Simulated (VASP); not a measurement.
A run of VASP 6.6.1 is set up as follows.

Contents of INCAR:

```
SYSTEM = BaTiO3
PREC     = Accurate       ! precision mode
ENCUT    = 520            ! plane-wave cutoff, eV
EDIFF    = 1E-6           ! SCF threshold, eV
ISMEAR   = 0              ! smearing method
SIGMA    = 0.02           ! smearing width, eV
LREAL    = .False.        ! projectors in reciprocal space
LASPH    = .True.         ! aspherical terms in the spheres
NELM     = 80             ! most SCF steps
ALGO     = Normal         ! electronic algorithm
ISIF     = 2              ! what is computed and relaxed
LWAVE    = .False.        ! write WAVECAR
LCHARG   = .False.        ! write CHGCAR
GGA      = PE             ! functional
NBANDS   = 28             ! bands
```

Contents of KPOINTS:

```
regular mesh
0
Gamma
  8 8 8
  0 0 0
```

The input POSCAR:

```
BaTiO3
1.0
    3.9732147976      0.0000000000      0.0000000000
    0.0000000000      3.9732147976      0.0000000000
    0.0000000000      0.0000000000      4.1008972508
Ba Ti O
1 1 3
Direct
    0.0000000000      0.0000000000     -0.0042612115
    0.5000000000      0.5000000000      0.4787435980
    0.5000000000      0.5000000000      0.0320673266
    0.5000000000      0.0000000000      0.5182251434
    0.0000000000      0.5000000000      0.5182251434
```

Potentials or basis: VASP PAW PBE potentials, release 64 (Ba_sv, Ti_sv, O).

Command:

```console
$ cat potpaw_PBE.64/Ba_sv/POTCAR potpaw_PBE.64/Ti_sv/POTCAR potpaw_PBE.64/O/POTCAR > POTCAR
$ mpirun -np 1 vasp_std > vasp.out
```

Task: Predict the band gap on the k mesh.

Result: 1.80 eV (least direct gap 2.28 eV).

Task: Predict the pressure.

Result: 4.9 GPa.

Task: What does it give for the largest force?

Result: 0.070 eV/Å.

Forces in eV/Å, atoms in the order of the input:
```
Ba   0.000  0.000  0.037
Ti   0.000  0.000  0.070
O    0.000  0.000 -0.070
O    0.000  0.000 -0.018
O    0.000  0.000 -0.018
```

Caveat: the cell stands under pressure; spin-orbit coupling is left out, which moves the levels of the heavy elements. A k mesh can miss the band edges.
